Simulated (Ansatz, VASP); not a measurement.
Two plane-wave programs on PbSe

```
CELL_PARAMETERS angstrom
0.00000 3.08870 3.08870
3.08870 0.00000 3.08870
3.08870 3.08870 0.00000
ATOMIC_POSITIONS crystal
Pb 0.00000 0.00000 0.00000
Se 0.50000 0.50000 0.50000
```

Alike in both runs: task single point; functional r2SCAN; k mesh 8 × 8 × 8; occupations fermi-dirac, width 0.02 eV; non-collinear spin, spin-orbit coupling.

|  | VASP | Ansatz |
| --- | --- | --- |
| version | VASP 6.6.1 | Ansatz 0.2.0 |
| potentials or method | VASP PAW PBE potentials, release 64 (Pb_d, Se) | plane waves, PAW |
| plane-wave cutoff (eV) | 520 | 500 |
| valence electrons in the cell | 20 | 30 |

Ansatz gave:

| Property | Result |
| --- | --- |
| pressure (GPa) | -0.3 |

Task: What did VASP give for the same quantities?

Result: Pressure (GPa): -0.2.

VASP's potentials were made for PBE, not for r2SCAN. VASP's potentials hold 20 valence electrons a cell and Ansatz's 30, so a difference there can come from the potentials and not from the codes.
